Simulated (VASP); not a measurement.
Set up this calculation in VASP 6.6.1, as the native input.

- Task: single point
- Functional: PBE
- Dispersion: D3(BJ)
- Potentials or basis: VASP PAW PBE potentials, release 64 (O, H, S)
- Cutoff: 520 eV
- k mesh: 1 × 1 × 1
- Occupations: fermi-dirac, width 0.02 eV
- Spin: no spin polarisation
- Dipole correction: no
- Further INCAR settings: ALGO = Normal; EDIFF = 1e-06; NBANDS = 60

The structure of H16SO10 lies in POSCAR:

```
H16SO10
1.0
    7.0162890000      0.0000000000      0.0000000000
    0.0000000000      7.0162890000      0.0000000000
    0.0000000000      0.0000000000      7.0162890000
O H S
10 16 1
Direct
    0.4128250703      0.2152847467      0.9310904953
    0.3586796382     -0.1979108899      0.1290710802
   -0.1342447553      0.2215558681      0.8339308714
    1.0672878497     -0.0238872715      0.4465893580
    1.0273807137      0.6511276830      0.1811356402
    0.3497575428      0.5954714807      0.8016203437
    0.5489511621      0.3957790222      0.3822105959
    0.9864046364      0.6777229387      0.7867976932
    0.4582764478      1.0231477067      0.4982548467
    0.6855190828      0.7925129652      0.6085695729
    0.5494214962      0.1816629845      0.9182489490
    0.4288306824      0.2679906714      1.0609882233
    0.2427779129     -0.1498512960      0.0831921262
    0.4461190239     -0.2584699690      0.0460357320
   -0.0676140906      0.1533146653      0.9550205244
   -0.1279023712      0.3445696151      0.8451476272
    1.1734123267      0.0610294131      0.4107299457
    0.9905521281      0.0806124149      0.4732416239
    1.0253425992      0.5188212743      0.2066904599
    1.0609454656      0.7427288129      0.2730645787
    0.2243066099      0.6082132592      0.7700652011
    0.3570691002      0.4626804854      0.8637329506
    0.5014901752      0.3858735009      0.5101984824
    0.5415398368      0.5266316710      0.3723763374
    0.9880436795      0.6923603061      0.9422074832
    0.8700040720      0.7336641920      0.7392654436
    0.4951050334      0.8217734475      0.5525000467
```

The input as run:

INCAR

```
SYSTEM = H16SO10
PREC = Accurate
ENCUT = 520
EDIFF = 1E-6
ISMEAR = -1
SIGMA = 0.02
LREAL = .FALSE.
LASPH = .TRUE.
NELM = 120
ALGO = Normal
ISIF = 2
LWAVE = .FALSE.
LCHARG = .FALSE.
GGA = PE
IVDW = 12
NBANDS = 60
GGA_COMPAT = .FALSE.
```

KPOINTS

```
Automatic mesh
0
G
  1 1 1
  0 0 0
```

Potentials or basis: VASP PAW PBE potentials, release 64 (O, H, S).

The run is started by

```console
$ cat potpaw_PBE.64/O/POTCAR potpaw_PBE.64/H/POTCAR potpaw_PBE.64/S/POTCAR > POTCAR
$ mpirun -np 1 vasp_gam > vasp.out
```

It gave:

```
Pressure                   : 2.9 GPa
Largest force              : 9.981 eV/Å
Dispersion energy per atom : -0.035 eV
```

Caveat: the k points lie up to 0.90 Å⁻¹ apart.

It took 25 s on 1 thread of Intel(R) Xeon(R) 6975P-C (Granite Rapids) (shared host), peak memory 0.38 GiB.
